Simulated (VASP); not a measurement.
A run of VASP 6.6.1 is set up as follows.

File INCAR:

```
PREC = Accurate
ENCUT = 600
EDIFF = 1E-6
ISMEAR = 0
SIGMA = 0.1
LREAL = F
LASPH = T
NELM = 100
ALGO = Normal
ISIF = 3
LWAVE = F
LCHARG = F
GGA = PE
IBRION = 2
NSW = 90
EDIFFG = -0.04
```

File KPOINTS:

```
regular mesh
0
Gamma
  3 3 6
```

POSCAR

```
Rb2Re
1.0
    6.0846956935      0.0000000000      0.0000000000
   -3.0423478468      5.2695010449      0.0000000000
    0.0000000000      0.0000000000      2.8967368707
Rb Re
2 1
Direct
    0.3333333333      0.6666666667      0.5000000000
    0.6666666667      0.3333333333      0.5000000000
    0.0000000000      0.0000000000      0.0000000000
```

Potentials or basis: VASP PAW PBE potentials, release 64 (Rb_sv, Re).

Command:

```sh
$ cat potpaw_PBE.64/Rb_sv/POTCAR potpaw_PBE.64/Re/POTCAR > POTCAR
$ mpirun -np 1 vasp_std > vasp.out
```

(1) Predict the relaxed cell.

(2) What does it give for the band gap on the k mesh?

(3) What does it give for the space group after relaxing (to 0.1 Å)?

## Answers

(1) a = 6.199 Å, b = 6.199 Å, c = 2.857 Å, α = 90.00°, β = 90.00°, γ = 120.00°.

(2) zero (an odd number of electrons rules out a gap without spin polarisation).

(3) P6/mmm (No. 191).

Caveat: spin-orbit coupling is left out, which moves the levels of the heavy elements.
